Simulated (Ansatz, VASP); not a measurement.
**ZrB2: VASP beside Ansatz**

INCAR

```
  ALGO = Normal
  EDIFF = 1E-6
  ENCUT = 520
  GGA = PS
  ISIF = 2
  ISMEAR = 0
  LASPH = True
  LCHARG = True
  LELF = True
  LREAL = False
  LVHAR = True
  LWAVE = False
  NBANDS = 16
  NELM = 60
  PREC = Accurate
  SIGMA = 0.15
```

The input KPOINTS:

```
k-points
0
Gamma
  18 18 12
```

Contents of POSCAR:

```
ZrB2
1.0
    3.2107156060      0.0000000000      0.0000000000
   -1.6053578030      2.7805612791      0.0000000000
    0.0000000000      0.0000000000      3.7921762022
Zr B
1 2
Direct
    0.0000000000      0.0000000000      0.0000000000
    0.3333333333      0.6666666667      0.5000000000
    0.6666666667      0.3333333333      0.5000000000
```

Input for Ansatz:

```yaml
crystal:
  lattice:
    - [3.210715606, 0.0, 0.0]
    - [-1.605357803, 2.7805612791, 0.0]
    - [0.0, 0.0, 3.7921762022]
  atoms:
    - { symbol: Zr, position: [0.0, 0.0, 0.0] }
    - { symbol: B, position: [0.3333333333, 0.6666666667, 0.5] }
    - { symbol: B, position: [0.6666666667, 0.3333333333, 0.5] }
basis:
  ecutwfc: 520.0
kpoints:
  mp_grid: { grid: [18, 18, 12] }
hamiltonian:
  xc: pbesol
scf:
  occupations: { method: gaussian, width: 0.15 }
output:
  forces: true
  stress: true
  eigenvalues: true
```

Alike in both runs: task single point; functional PBEsol; k mesh 18 × 18 × 12; occupations gaussian, width 0.15 eV; no spin polarisation.

```csv
,VASP,Ansatz
version,VASP 6.6.1,Ansatz 0.2.0
potentials or method,"VASP PAW PBE potentials, release 64 (Zr_sv, B), cutoff 520 eV","scalar-relativistic, plane waves, PAW"
valence electrons in the cell,18,18
```

Ansatz gave:

- gap on the k mesh at the Fermi level (eV): none
- pressure (GPa): -21.5
- traceless stress, the component that is largest in VASP (GPa): -9.75

Q: Which values does VASP return?

A: gap on the k mesh at the Fermi level (eV): none; pressure (GPa): -21.3; traceless stress, the component that is largest in VASP (GPa): -9.78.

VASP's potentials were made for PBE, not for PBEsol. A gap of «none» marks a metal or a gap that the smearing closes.
